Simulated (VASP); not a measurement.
# Al (P-3m1) in VASP: a series of runs, part 2 of 2

VASP 6.6.1. Earlier steps stand in the parts before.

## (3) Relaxation of cell and atoms, PBEsol

Input file INCAR:

```
PREC = Accurate
ENCUT = 600
EDIFF = 1E-6
ISMEAR = 0
SIGMA = 0.1
LREAL = F
LASPH = T
NELM = 100
ALGO = Normal
ISIF = 3
LWAVE = F
LCHARG = F
GGA = PS
IBRION = 2
NSW = 65
EDIFFG = -0.01
```

Input file KPOINTS:

```
regular mesh
0
Gamma
  18 18 2
```

Input file POSCAR:

```
Al
1.0
    2.8507880184      0.0000000000      0.0000000000
   -1.4253940092      2.4688548448      0.0000000000
    0.0000000000      0.0000000000     25.4996831956
Al
11
Direct
    0.0000000000      0.0000000000      0.0000000000
    0.3333333333      0.6666666667      0.0909090909
    0.0000000000      0.0000000000      0.1818181818
    0.3333333333      0.6666666667      0.2727272727
    0.6666666667      0.3333333333      0.3636363636
    0.0000000000      0.0000000000      0.4545454545
    0.6666666667      0.3333333333      0.5454545455
    0.0000000000      0.0000000000      0.6363636364
    0.6666666667      0.3333333333      0.7272727273
    0.0000000000      0.0000000000      0.8181818182
    0.3333333333      0.6666666667      0.9090909091
```

Potentials or basis: VASP PAW PBE potentials, release 64 (Al).

The run is started by

```bash
$ cat potpaw_PBE.64/Al/POTCAR > POTCAR
$ mpirun -np 1 vasp_std > vasp.out
```

OUTCAR:

```text
PREC = Accurate
   ENCUT = 600
   EDIFF = 1E-6
   ISMEAR = 0
   LREAL = F
   LASPH = T
   NELM = 100
   ISIF = 3
   GGA = PS
   IBRION = 2
   NSW = 65
   EDIFFG = -0.01

 ion  position               nearest neighbor table
   1  0.000  0.000  0.000-   2 2.84  11 2.84   2 2.84  11 2.84   2 2.84  11 2.84
   2  0.333  0.667  0.091-   1 2.84   3 2.84   1 2.84   3 2.84   1 2.84   3 2.84
   3  0.000  0.000  0.182-   2 2.84   4 2.84   2 2.84   4 2.84   2 2.84   4 2.84
   4  0.333  0.667  0.273-   5 2.84   3 2.84   5 2.84   3 2.84   3 2.84   5 2.84
   5  0.667  0.333  0.364-   4 2.84   6 2.84   4 2.84   6 2.84   6 2.84   4 2.84
   6  0.000  0.000  0.455-   5 2.84   5 2.84   5 2.84   7 2.84   7 2.84   7 2.84
   7  0.667  0.333  0.545-   8 2.84   8 2.84   8 2.84   6 2.84   6 2.84   6 2.84
   8  0.000  0.000  0.636-   7 2.84   9 2.84   7 2.84   9 2.84   7 2.84   9 2.84
   9  0.667  0.333  0.727-   8 2.84  10 2.84   8 2.84  10 2.84   8 2.84  10 2.84
  10  0.000  0.000  0.818-  11 2.84   9 2.84  11 2.84   9 2.84  11 2.84   9 2.84
  11  0.333  0.667  0.909-   1 2.84  10 2.84   1 2.84  10 2.84   1 2.84  10 2.84

  LATTYP: Found a hexagonal cell.
 ALAT       =     2.8507880184
 C/A-ratio  =     8.9447840495

  Lattice vectors:

 A1 = (   2.8507880184,   0.0000000000,   0.0000000000)
 A2 = (  -1.4253940092,   2.4688548448,   0.0000000000)
 A3 = (   0.0000000000,   0.0000000000,  25.4996831956)

Analysis of symmetry for initial positions (statically):
=====================================================================
 Subroutine PRICEL returns:
 Original cell was already a primitive cell.

 Routine SETGRP: Setting up the symmetry group for a
 hexagonal supercell.

 Subroutine GETGRP returns: Found 12 space group operations
 (whereof  6 operations were pure point group operations)
 out of a pool of 24 trial point group operations.

The static configuration has the point symmetry C_3v.
 The point group associated with its full space group is D_3d.

Analysis of symmetry for dynamics (positions and initial velocities):
=====================================================================
 Subroutine PRICEL returns:
 Original cell was already a primitive cell.

[... 167 lines left out ...]

 number of electron      33.0000000 magnetization

 Free energy of the ion-electron system (eV)
  ---------------------------------------------------
  ext. energy  EPLUGINS =         0.00000000
  ---------------------------------------------------
  free energy    TOTEN  =       -44.75656005 eV

  energy without entropy =      -44.73513221  energy(sigma->0) =      -44.74584613

------------------------ aborting loop because EDIFF is reached ----------------------------------------

  FORCE on cell =-STRESS in cart. coord.  units (eV):
  Direction    XX          YY          ZZ          XY          YZ          ZX
  --------------------------------------------------------------------------------------
  -------------------------------------------------------------------------------------
  Total       -0.5598506     -0.5598506      0.7162233      0.0000000      0.0000000      0.0000000
  in kB       -4.9978984     -4.9978984      6.3938696      0.0000000      0.0000000      0.0000000
  external PRESSURE =      -1.2006424 kB  Pullay stress =       0.0000000 kB
[... 116 lines left out ...]
  FREE ENERGIE OF THE ION-ELECTRON SYSTEM (eV)
  ---------------------------------------------------
  free  energy   TOTEN  =       -44.7651964080 eV

  energy  without entropy=      -44.7442511990  energy(sigma->0) =      -44.75472380

[... ionic steps 4 to 7 ...]

--------------------------------------- Ionic step        8  -------------------------------------------

 number of electron      33.0000000 magnetization

------------------------ aborting loop because EDIFF is reached ----------------------------------------
[... 85 lines left out ...]
--------------------------------------- Ionic step       10  -------------------------------------------

 number of electron      33.0000000 magnetization

 Free energy of the ion-electron system (eV)
  ---------------------------------------------------
  ext. energy  EPLUGINS =         0.00000000
  ---------------------------------------------------
  free energy    TOTEN  =       -44.76768489 eV

  energy without entropy =      -44.74665368  energy(sigma->0) =      -44.75716929

 E-fermi :   8.0465     XC(G=0): -10.3049

 val. band max:        8.0324704550   @ k =   0.2778   0.1111   0.0000
 cond. band min:       8.0523892636   @ k =   0.3333   0.1667   0.5000
 fundamental gap:      0.0199188086
 Fermi energy:         8.0465166870

 k-point     1 :       0.0000    0.0000    0.0000
  band No.  band energies     occupation
      1      -3.1364      2.00000
      2      -2.9253      2.00000
      3      -2.9025      2.00000
      4      -2.2537      2.00000
      5      -2.2442      2.00000
      6      -1.1491      2.00000
[... 589 lines left out ...]
     21       9.3237      0.00000
     22       9.4595      0.00000

 [... further k-points ...]
[... 5 lines left out ...]
  --------------------------------------------------------------------------------------
  -------------------------------------------------------------------------------------
  Total       -0.0180881     -0.0180881      0.0724191      0.0000000     -0.0000000      0.0000000
  in kB       -0.1617560     -0.1617560      0.6476212      0.0000000     -0.0000000      0.0000000
  external PRESSURE =       0.1080364 kB  Pullay stress =       0.0000000 kB
[... 26 lines left out ...]
  FREE ENERGIE OF THE ION-ELECTRON SYSTEM (eV)
  ---------------------------------------------------
  free  energy   TOTEN  =       -44.7676848945 eV

  energy  without entropy=      -44.7466536810  energy(sigma->0) =      -44.75716929

 reached required accuracy - stopping structural energy minimisation
```

CONTCAR:

```text
Al
   1.00000000000000
     2.8321017574844354   -0.0000000000000000    0.0000000000000000
    -1.4160508787422177    2.4526720681441669    0.0000000000000000
     0.0000000000000000   -0.0000000000000000   25.7925400724121658
  Al
    11
Direct
     0.0000000000000000    0.0000000000000000    0.9998756157671979
     0.3333333332999970    0.6666666667000030    0.0910074158622961
     0.0000000000000000    0.0000000000000000    0.1822764773443135
     0.3333333332999970    0.6666666667000030    0.2730794490203267
     0.6666666667000030    0.3333333332999970    0.3632841872796773
     0.0000000000000000    0.0000000000000000    0.4540871589556833
     0.6666666667000030    0.3333333332999970    0.5453562205377025
     0.0000000000000000    0.0000000000000000    0.6364880206328009
     0.6666666667000030    0.3333333332999970    0.7275969907936018
     0.0000000000000000    1.0000000000000000    0.8181818182000029
     0.3333333332999970    0.6666666667000030    0.9087666456063969

  0.00000000E+00  0.00000000E+00  0.00000000E+00
  0.00000000E+00  0.00000000E+00  0.00000000E+00
  0.00000000E+00  0.00000000E+00  0.00000000E+00
  0.00000000E+00  0.00000000E+00  0.00000000E+00
  0.00000000E+00  0.00000000E+00  0.00000000E+00
  0.00000000E+00  0.00000000E+00  0.00000000E+00
  0.00000000E+00  0.00000000E+00  0.00000000E+00
  0.00000000E+00  0.00000000E+00  0.00000000E+00
  0.00000000E+00  0.00000000E+00  0.00000000E+00
  0.00000000E+00  0.00000000E+00  0.00000000E+00
  0.00000000E+00  0.00000000E+00  0.00000000E+00
```

It took 31 min on 1 thread of Intel Xeon Platinum 8259CL at 2.50GHz (Skylake/Cascade Lake), shared host; peak memory 0.51 GiB.

What came out:

```yaml
Free_energy: -44.7677 eV
Relaxed_volume: 16.29 Å³/atom
Relaxed_cell: a = 2.832 Å, b = 2.832 Å, c = 25.793 Å, α = 90.00°, β = 90.00°, γ = 120.00°
Space_group_after_relaxing_to_0.05_Å: P-3m1 (No. 164)
Energy_gained_by_relaxing: 1.0 meV/atom
Ionic_steps: 10
Pressure_after_relaxing: 0.0 GPa
Largest_force_after_relaxing: 0.009 eV/Å
```

Forces in eV/Å, atoms in the order of the input:
```
Al   0.000  0.000  0.002
Al   0.000  0.000  0.003
Al   0.000  0.000  0.009
Al   0.000  0.000  0.006
Al   0.000  0.000 -0.006
Al   0.000  0.000 -0.009
Al   0.000  0.000 -0.003
Al   0.000  0.000 -0.002
Al   0.000  0.000  0.005
Al   0.000  0.000  0.000
Al   0.000  0.000 -0.005
```

The path:
```csv
step,energy change (eV),largest force (eV/Å),pressure (GPa),volume (Å³)
1,0.0000,0.0427,-0.12,179.47
2,-0.0048,0.0313,0.01,179.15
3,-0.0086,0.0245,0.47,178.17
4,-0.0098,0.0248,0.27,178.58
5,-0.0099,0.0236,0.32,178.48
6,-0.0105,0.0193,-0.14,179.52
7,-0.0108,0.0207,0.02,179.15
8,-0.0110,0.0177,-0.01,179.22
9,-0.0110,0.0138,-0.05,179.30
10,-0.0111,0.0088,0.01,179.16
```

Final structure:
```yaml
crystal:
  lattice:
    - [2.83210, 0.00000, 0.00000]
    - [-1.41605, 2.45267, 0.00000]
    - [0.00000, 0.00000, 25.79254]
  atoms:
    - { symbol: Al, position: [0.00000, 0.00000, 0.99988] }
    - { symbol: Al, position: [0.33333, 0.66667, 0.09101] }
    - { symbol: Al, position: [0.00000, 0.00000, 0.18228] }
    - { symbol: Al, position: [0.33333, 0.66667, 0.27308] }
    - { symbol: Al, position: [0.66667, 0.33333, 0.36328] }
    - { symbol: Al, position: [0.00000, 0.00000, 0.45409] }
    - { symbol: Al, position: [0.66667, 0.33333, 0.54536] }
    - { symbol: Al, position: [0.00000, 0.00000, 0.63649] }
    - { symbol: Al, position: [0.66667, 0.33333, 0.72760] }
    - { symbol: Al, position: [0.00000, 0.00000, 0.81818] }
    - { symbol: Al, position: [0.33333, 0.66667, 0.90877] }
```

Levels at points of the mesh, in eV from the Fermi level:
```
           k point  band 13  band 14  band 15  band 16  band 17  band 18  band 19  band 20
(0.00, 0.00, 0.00)    -3.38    -0.66    -0.66     2.42     2.42     5.82     5.82     9.39
(0.50, 0.00, 0.00)    -3.11    -2.84    -1.86    -1.76    -1.71    -1.53    -0.13    -0.07
(0.00, 0.00, 0.50)    -2.08    -2.06     0.83     0.84     4.08     4.08     7.61     7.61
(0.50, 0.00, 0.50)    -2.65    -2.49    -2.40    -2.37    -0.95    -0.88    -0.81    -0.77
```

Caveat: the bands computed are all filled at some k points, so no gap is given; the PAW data sets were made with another functional, which shifts forces and pressure a little.
